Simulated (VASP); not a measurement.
# Ti4S in VASP: notebook

Runs on Ti4S. Level: PBE. Tasks: single point.

Program: VASP 6.6.1. These are calculated values, not measurements. Logs are shortened: lines on timing, memory, paths and dates and some standing lists are left out, and cuts for length are marked.

## Step 1: The cell of the first run

The cell holds a slab with vacuum, 5 atoms: a = 3.255 Å, b = 3.255 Å, c = 20.179 Å, α = 90.00°, β = 90.00°, γ = 90.00°.

## Step 2: Single point, PBE

The input, INCAR:

```
SYSTEM = Ti4S
PREC     = Accurate       ! precision mode
ENCUT    = 520            ! plane-wave cutoff, eV
EDIFF    = 1E-6           ! SCF threshold, eV
ISMEAR   = 0              ! smearing method
SIGMA    = 0.1            ! smearing width, eV
LREAL    = .False.        ! projectors in reciprocal space
LASPH    = .True.         ! aspherical terms in the spheres
NELM     = 60             ! most SCF steps
ALGO     = Normal         ! electronic algorithm
ISIF     = 2              ! what is computed and relaxed
LWAVE    = .False.        ! write WAVECAR
LCHARG   = .False.        ! write CHGCAR
LDIPOL   = .True.       
IDIPOL   = 3            
DIPOL    = 0.5 0.5 0.360
GGA      = PE             ! functional
NBANDS   = 35             ! bands
```

The input, KPOINTS:

```
Automatic mesh
0
Gamma
  8 8 1
  0 0 0
```

The input, POSCAR:

```
Ti4S
1.0
    3.2553359259      0.0000000000      0.0000000000
    0.0000000000      3.2553359259      0.0000000000
    0.0000000000      0.0000000000     20.1793674375
Ti S
4 1
Direct
    0.5000000000      0.5000000000      0.1982222690
    0.0000000000      0.0000000000      0.2788822782
    0.5000000000      0.5000000000      0.3551865247
    0.0000000000      0.0000000000      0.4301109767
    0.0000000000      0.0000000000      0.5392949964
```

Potentials or basis: VASP PAW PBE potentials, release 64 (Ti_sv, S).

Launch:

```sh
$ cat potpaw_PBE.64/Ti_sv/POTCAR potpaw_PBE.64/S/POTCAR > POTCAR
$ mpirun -np 1 vasp_std > vasp.out
```

OUTCAR:

```text
SYSTEM = Ti4S
   PREC = Accurate
   ENCUT = 520
   EDIFF = 1E-6
   ISMEAR = 0
   LREAL = .False.
   LASPH = .True.
   NELM = 60
   ISIF = 2
   GGA = PE

 ion  position               nearest neighbor table
   1  0.500  0.500  0.198-   2 2.82   2 2.82   2 2.82   2 2.82
   2  0.000  0.000  0.279-   3 2.77   3 2.77   3 2.77   3 2.77   1 2.82   1 2.82   1 2.82   1 2.82

   3  0.500  0.500  0.355-   4 2.75   4 2.75   4 2.75   4 2.75   2 2.77   2 2.77   2 2.77   2 2.77

   4  0.000  0.000  0.430-   5 2.20   3 2.75   3 2.75   3 2.75   3 2.75
   5  0.000  0.000  0.539-   4 2.20

  LATTYP: Found a simple tetragonal cell.
 ALAT       =     3.2553359259
 C/A-ratio  =     6.1988587036

  Lattice vectors:

 A1 = (   3.2553359259,   0.0000000000,   0.0000000000)
 A2 = (   0.0000000000,   3.2553359259,   0.0000000000)
 A3 = (   0.0000000000,   0.0000000000,  20.1793674375)

Analysis of symmetry for initial positions (statically):
=====================================================================
 Subroutine PRICEL returns:
 Original cell was already a primitive cell.

 Routine SETGRP: Setting up the symmetry group for a
 simple tetragonal supercell.

 Subroutine GETGRP returns: Found  8 space group operations
 (whereof  8 operations were pure point group operations)
 out of a pool of 16 trial point group operations.

The static configuration has the point symmetry C_4v.

Analysis of symmetry for dynamics (positions and initial velocities):
=====================================================================
 Subroutine PRICEL returns:
 Original cell was already a primitive cell.

 Routine SETGRP: Setting up the symmetry group for a
 simple tetragonal supercell.

 Subroutine GETGRP returns: Found  8 space group operations
 (whereof  8 operations were pure point group operations)
 out of a pool of 16 trial point group operations.

The dynamic configuration has the point symmetry C_4v.

 Subroutine INISYM returns: Found  8 space group operations
 (whereof  8 operations are pure point group operations),
 and found     1 'primitive' translations

----------------------------------------------------------------------------------------

                                     Primitive cell

  volume of cell :     213.8450

  direct lattice vectors                    reciprocal lattice vectors
     3.255335926  0.000000000  0.000000000     0.307187959  0.000000000  0.000000000
     0.000000000  3.255335926  0.000000000     0.000000000  0.307187959  0.000000000
     0.000000000  0.000000000 20.179367438     0.000000000  0.000000000  0.049555567

  length of vectors
     3.255335926  3.255335926 20.179367438     0.307187959  0.307187959  0.049555567

  position of ions in fractional coordinates (direct lattice)
     0.500000000  0.500000000  0.198222269
     0.000000000  0.000000000  0.278882278
     0.500000000  0.500000000  0.355186525
     0.000000000  0.000000000  0.430110977
     0.000000000  0.000000000  0.539294996

  ion indices of the primitive-cell ions
   primitive index   ion index
                 1           1
                 2           2
                 3           3
                 4           4
                 5           5

----------------------------------------------------------------------------------------

 KPOINTS: Automatic mesh

Automatic generation of k-mesh.
 Grid dimensions read from file:
 generate k-points for:    8    8    1

 Generating k-lattice:

  Cartesian coordinates                     Fractional coordinates (reciprocal lattice)
     0.038398495  0.000000000  0.000000000     0.125000000  0.000000000  0.000000000
     0.000000000  0.038398495  0.000000000     0.000000000  0.125000000  0.000000000
     0.000000000  0.000000000  0.049555567     0.000000000  0.000000000  1.000000000

  Length of vectors
     0.038398495  0.038398495  0.049555567

  Shift w.r.t. Gamma in fractional coordinates (k-lattice)
     0.000000000  0.000000000  0.000000000

 Subroutine IBZKPT returns following result:
 ===========================================

 Found     15 irreducible k-points:

 Following reciprocal coordinates:
            Coordinates               Weight
  0.000000  0.000000  0.000000      1.000000
  0.125000  0.000000  0.000000      4.000000
  0.250000  0.000000  0.000000      4.000000
  0.375000  0.000000  0.000000      4.000000
  0.500000  0.000000  0.000000      2.000000
  0.125000  0.125000  0.000000      4.000000
  0.250000  0.125000  0.000000      8.000000
  0.375000  0.125000  0.000000      8.000000
  0.500000  0.125000  0.000000      4.000000
  0.250000  0.250000  0.000000      4.000000
  0.375000  0.250000  0.000000      8.000000
  0.500000  0.250000  0.000000      4.000000
  0.375000  0.375000  0.000000      4.000000
  0.500000  0.375000  0.000000      4.000000
  0.500000  0.500000  0.000000      1.000000
   k-points           NKPTS =     15   k-points in BZ     NKDIM =     15   number of bands    NBANDS=     35
   number of dos      NEDOS =    301   number of ions     NIONS =      5
   total plane-waves  NPLWV =  86400
   dimension x,y,z NGX =    24 NGY =   24 NGZ =  150
   dimension x,y,z NGXF=    48 NGYF=   48 NGZF=  300
   ions per type =               4   1
   NGX,Y,Z   is equivalent  to a cutoff of  12.26, 12.26, 12.36 a.u.
   NGXF,Y,Z  is equivalent  to a cutoff of  24.51, 24.51, 24.72 a.u.
 SYSTEM =  Ti4S
   PREC   = accura    normal or accurate (medium, high low for compatibility)
   ISTART =      0    job   : 0-new  1-cont  2-samecut
   ICHARG =      2    charge: 1-file 2-atom 10-const
   ISPIN  =      1    spin polarized calculation?
   LNONCOLLINEAR =      F non collinear calculations
   LSORBIT =      F    spin-orbit coupling
   LASPH  =      T    aspherical Exc in radial PAW
   ENCUT  =  520.0 eV  38.22 Ry    6.18 a.u.   6.05  6.05 37.52*2*pi/ulx,y,z
   NELM   =     60;   NELMIN=  2; NELMDL= -5     # of ELM steps
   EDIFF  = 0.1E-05   stopping-criterion for ELM
   LREAL  =      F    real-space projection
   EDIFFG = 0.1E-04   stopping-criterion for IOM
   NSW    =      0    number of steps for IOM
   IBRION =     -1    ionic relax: 0-MD 1-quasi-New 2-CG
   NFREE  =      0    steps in history (QN), initial steepest desc. (CG)
   ISIF   =      2    stress and relaxation
   ISYM   =      2    0-nonsym 1-usesym 2-fastsym
   POTIM  = 0.5000    time-step for ionic-motion
   TEBEG  =    0.0;   TEEND  =   0.0 temperature during run
   PSTRESS=    0.0 pullay stress
   NELECT =      54.0000    total number of electrons
   NUPDOWN=      -1.0000    fix difference up-down
   EMIN   =  10.00;   EMAX   =-10.00  energy-range for DOS
   EFERMI =   0.00;   METHOD = LEGACY
   ISMEAR =     0;   SIGMA  =   0.10  broadening in eV -4-tet -1-fermi 0-gaus
   EFERMI_NEDOS =   21; number of points for ismear=-14 and -15
   IALGO  =     38    algorithm
   IMIX   =      4    mixing-type and parameters
     AMIX     =   0.40;   BMIX     =  1.00
     AMIX_MAG =   1.60;   BMIX_MAG =  1.00
  volume/ion in A,a.u.               =      42.77       288.62
  Fermi-wavevector in a.u.,A,eV,Ry     =   1.034760  1.955413 14.568147  1.070729
  Thomas-Fermi vector in A             =   2.169071
   LORBIT       =      0    0 simple, 1 ext, 2 COOP (PROOUT), +10 PAW based schemes
   GGA     = PE    functional components
   LHFCALC =     F    Hartree Fock is set to
   AEXX    =    0.0000 exact exchange contribution
   IVDW    =     0    specifies the selected vdW correction
   LEPSILON=     F    determine dielectric tensor
   LRPA    =     F    only Hartree local field effects (RPA)
 non-spin polarized calculation
 Gauss-broadening in eV      SIGMA  =   0.10
  energy-cutoff  :      520.00
  volume of cell :      213.85
 maximum number of plane-waves:      5808
   NGX = 13   NGY = 13   NGZ = 75

 dipolmoment           0.000000      0.000000     -0.005160 electrons x Angstroem

 number of electron      54.0000021 magnetization

 dipolmoment           0.000000      0.000000      0.187893 electrons x Angstroem

 Free energy of the ion-electron system (eV)
  ---------------------------------------------------
  ext. energy  EPLUGINS =         0.00000000
  ---------------------------------------------------
  free energy    TOTEN  =       -33.43545289 eV

  energy without entropy =      -33.37835330  energy(sigma->0) =      -33.40690309

 E-fermi :   0.2736     XC(G=0):  -5.5858

 val. band max:        0.2707967194   @ k =   0.3750   0.0000   0.0000
 cond. band min:       0.2851353430   @ k =   0.2500   0.2500   0.0000
 fundamental gap:      0.0143386236
 Fermi energy:         0.2735832122

 k-point     1 :       0.0000    0.0000    0.0000
  band No.  band energies     occupation
      1     -56.8313      2.00000
      2     -56.2166      2.00000
      3     -56.0940      2.00000
      4     -55.8677      2.00000
      5     -33.1832      2.00000
      6     -32.9870      2.00000
[... 27 lines left out ...]
     34       1.9908      0.00000
     35       2.4129      0.00000

 k-point     2 :       0.1250    0.0000    0.0000
  band No.  band energies     occupation
      1     -56.8292      2.00000
      2     -56.2119      2.00000
      3     -56.0912      2.00000
      4     -55.8714      2.00000
      5     -33.1845      2.00000
      6     -33.0076      2.00000
[... 27 lines left out ...]
     34       1.9703      0.00000
     35       2.2954      0.00000

 k-point     3 :       0.2500    0.0000    0.0000
  band No.  band energies     occupation
      1     -56.8243      2.00000
      2     -56.2006      2.00000
      3     -56.0836      2.00000
      4     -55.8811      2.00000
      5     -33.1885      2.00000
      6     -33.0561      2.00000
[... 27 lines left out ...]
     34       1.8621      0.00000
     35       2.4092      0.00000
[... 381 lines left out ...]
 k-point    14 :       0.5000    0.3750    0.0000
  band No.  band energies     occupation
      1     -56.8089      2.00000
      2     -56.1759      2.00000
      3     -56.0611      2.00000
      4     -55.8882      2.00000
      5     -33.1572      2.00000
      6     -33.1120      2.00000
[... 27 lines left out ...]
     34       2.5372      0.00000
     35       2.9783      0.00000

 k-point    15 :       0.5000    0.5000    0.0000
  band No.  band energies     occupation
      1     -56.8075      2.00000
      2     -56.1744      2.00000
      3     -56.0595      2.00000
      4     -55.8866      2.00000
      5     -33.1467      2.00000
      6     -33.1128      2.00000
[... 27 lines left out ...]
     34       2.8370      0.00000
     35       3.1471      0.00000

------------------------ aborting loop because EDIFF is reached ----------------------------------------

 vacuum level on the upper side and lower side of the slab       (xc-potential included)         1.415        -1.707

  FORCE on cell =-STRESS in cart. coord.  units (eV):
  Direction    XX          YY          ZZ          XY          YZ          ZX
  --------------------------------------------------------------------------------------
  -------------------------------------------------------------------------------------
  Total       -1.7819516     -1.7819516      0.3078270      0.0000000      0.0000000     -0.0000000
  in kB      -13.3508009    -13.3508009      2.3063126      0.0000000      0.0000000     -0.0000000
  external PRESSURE =      -8.1317631 kB  Pullay stress =       0.0000000 kB

 VOLUME and BASIS-vectors are now :
 -----------------------------------------------------------------------------
  energy-cutoff  :      520.00
  volume of cell :      213.85
      direct lattice vectors                 reciprocal lattice vectors
     3.255335926  0.000000000  0.000000000     0.307187959  0.000000000  0.000000000
     0.000000000  3.255335926  0.000000000     0.000000000  0.307187959  0.000000000
     0.000000000  0.000000000 20.179367438     0.000000000  0.000000000  0.049555567

 POSITION                                       TOTAL-FORCE (eV/Angst)
 -----------------------------------------------------------------------------------
      1.62767      1.62767      4.00000         0.000000      0.000000      0.649478
      0.00000      0.00000      5.62767        -0.000000     -0.000000     -0.648050
      1.62767      1.62767      7.16744         0.000000     -0.000000     -0.892167
      0.00000      0.00000      8.67937         0.000000     -0.000000      0.873125
      0.00000      0.00000     10.88263         0.000000     -0.000000      0.017614
 -----------------------------------------------------------------------------------
    total drift:                                0.000000      0.000000     -0.000204

  FREE ENERGIE OF THE ION-ELECTRON SYSTEM (eV)
  ---------------------------------------------------
  free  energy   TOTEN  =       -33.4354528873 eV

  energy  without entropy=      -33.3783532998  energy(sigma->0) =      -33.40690309

 vacuum level on the upper side and lower side of the slab         6.569         3.319
```

It took 3.8 min on 1 thread of Intel Xeon 6975P-C (Granite Rapids), shared host; peak memory 0.32 GiB.

Results:

```
Free energy            : -33.4355 eV
Largest force          : 0.892 eV/Å
Band gap on the k mesh : zero (bands 27 and 28 overlap by 0.52 eV)
```

Forces on the atoms (eV/Å):
```
Ti   0.000  0.000  0.649
Ti   0.000  0.000 -0.648
Ti   0.000  0.000 -0.892
Ti   0.000  0.000  0.873
S    0.000  0.000  0.018
```

Levels at points of the mesh, in eV from the Fermi level:
| k point | band 24 | band 25 | band 26 | band 27 | band 28 | band 29 | band 30 | band 31 |
| --- | --- | --- | --- | --- | --- | --- | --- | --- |
| (0.00, 0.00, 0.00) | -0.82 | 0.08 | 0.08 | 0.19 | 0.77 | 0.90 | 0.90 | 1.06 |
| (0.50, 0.00, 0.00) | -0.31 | -0.28 | -0.16 | -0.02 | 0.53 | 0.83 | 0.89 | 1.17 |
| (0.50, 0.50, 0.00) | -0.66 | -0.65 | -0.53 | -0.34 | -0.34 | 0.08 | 0.08 | 1.92 |

## Step 3: Single point, PBE

The input, INCAR:

```
PREC     = Accurate       # precision mode
ENCUT    = 520            # plane-wave cutoff, eV
EDIFF    = 1E-6           # SCF threshold, eV
ISMEAR   = 0              # smearing method
SIGMA    = 0.1            # smearing width, eV
LREAL    = False          # projectors in reciprocal space
LASPH    = True           # aspherical terms in the spheres
NELM     = 100            # most SCF steps
ALGO     = Normal         # electronic algorithm
ISIF     = 2              # what is computed and relaxed
LWAVE    = False          # write WAVECAR
LCHARG   = True           # write CHGCAR
LDIPOL   = True         
IDIPOL   = 3            
DIPOL    = 0.5 0.5 0.348
GGA      = PE             # functional
LELF     = True           # ELF
LVHAR    = True         
LVACPOTAV= True         
NBANDS   = 35             # bands
```

The input, KPOINTS:

```
Automatic mesh
0
Gamma
  8 8 1
```

Edit POSCAR of step 2 so:

```diff
@@ -12,2 +12,2 @@
     0.0000000000      0.0000000000      0.4301109767
-    0.0000000000      0.0000000000      0.5392949964
+    0.5000000000      0.5000000000      0.4785479556
```

Potentials or basis: VASP PAW PBE potentials, release 64 (Ti_sv, S).

Launch:

```sh
$ cat potpaw_PBE.64/Ti_sv/POTCAR potpaw_PBE.64/S/POTCAR > POTCAR
$ mpirun -np 1 vasp_std > vasp.out
```

It took 3.9 min on 1 thread of Intel Xeon 6975P-C (Granite Rapids), shared host; peak memory 0.32 GiB.

It converged, with:

* Free energy: -36.7314 eV
* Largest force: 1.471 eV/Å
* Band gap on the k mesh: zero (bands 27 and 28 overlap by 0.73 eV)

Forces in eV/Å, atoms in the order of the input:
```
Ti   0.000  0.000  0.524
Ti   0.000  0.000 -0.874
Ti   0.000  0.000 -1.140
Ti   0.000  0.000  1.471
S    0.000  0.000  0.018
```

Levels at points of the mesh, in eV from the Fermi level:
```tsv
k point	band 23	band 24	band 25	band 26	band 27	band 28	band 29	band 30	band 31	band 32
(0.00, 0.00, 0.00)	-2.21	-1.88	-1.17	0.22	0.43	0.69	0.91	0.91	1.00	1.00
(0.50, 0.00, 0.00)	-1.75	-0.61	-0.35	-0.27	0.08	0.10	0.33	0.74	1.29	1.37
(0.50, 0.50, 0.00)	-0.88	-0.80	-0.80	-0.46	-0.46	0.01	0.01	1.95	2.01	2.06
```

The gap in the log of VASP goes by the Fermi energy; the results here count the filled bands.